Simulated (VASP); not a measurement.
Be2SeO4:

```
Be Se O
1.0
    -2.20645    2.20645    4.12244
     2.20645   -2.20645    4.12244
     2.20645    2.20645   -4.12244
Be Se O
2 1 4
Direct
  0.75000 0.25000 0.50000
  0.50000 0.50000 0.00000
  0.00000 0.00000 0.00000
  0.39000 0.38000 0.51000
  0.62000 0.13000 0.01000
  0.87000 0.88000 0.49000
  0.12000 0.61000 0.99000
```

* Program: VASP 6.6.1
* Task: relaxation of cell and atoms
* Functional: PBE
* Potentials or basis: VASP PAW PBE potentials, release 64 (Be, Se, O)
* Cutoff: 600 eV
* k mesh: 4 × 4 × 4
* Occupations: gaussian, width 0.15 eV
* Spin: no spin polarisation

At the start: pressure -11.1 GPa; volume 11.47 Å³/atom.

**Question.** How do energy, volume and symmetry change on relaxing?

**Answer.** Over 11 steps the energy falls by 250.4 meV/atom and the volume is 10.35 Å³/atom (-9.7 %); space group I-4 (No. 82, to 0.05 Å).

The path:
```
step  energy change (eV)  largest force (eV/Å)  pressure (GPa)  volume (Å³)
   1              0.0000                2.6750          -11.11        80.28
   2             -1.4040                1.4329            0.44        71.39
   3             -1.5306                0.7589            8.40        67.88
   4             -1.5335                0.8303            7.41        68.26
   5             -1.6623                0.6894           -1.42        71.63
   6             -1.6757                0.4871            0.42        70.80
   7             -1.7188                0.3156            0.08        71.49
   8             -1.7476                0.2025           -0.56        72.81
   9             -1.7477                0.1949           -0.52        72.73
  10             -1.7519                0.1243            0.46        72.38
  11             -1.7526                0.0537            0.18        72.48
```

Final structure:
```
Be Se O
1.0
    -2.15719    2.15719    3.89381
     2.15719   -2.15719    3.89381
     2.15719    2.15719   -3.89381
Be Se O
2 1 4
Direct
  0.75000 0.25000 0.50000
  0.50000 0.50000 0.00000
  0.00000 0.00000 0.00000
  0.43862 0.36412 0.55746
  0.63588 0.19334 0.07449
  0.80666 0.88115 0.44254
  0.11885 0.56138 0.92551
```

Caveat: the k points lie up to 0.51 Å⁻¹ apart in the final cell; the relaxation stopped at a loose force limit of 0.08 eV/Å, so its end isn't a converged minimum.
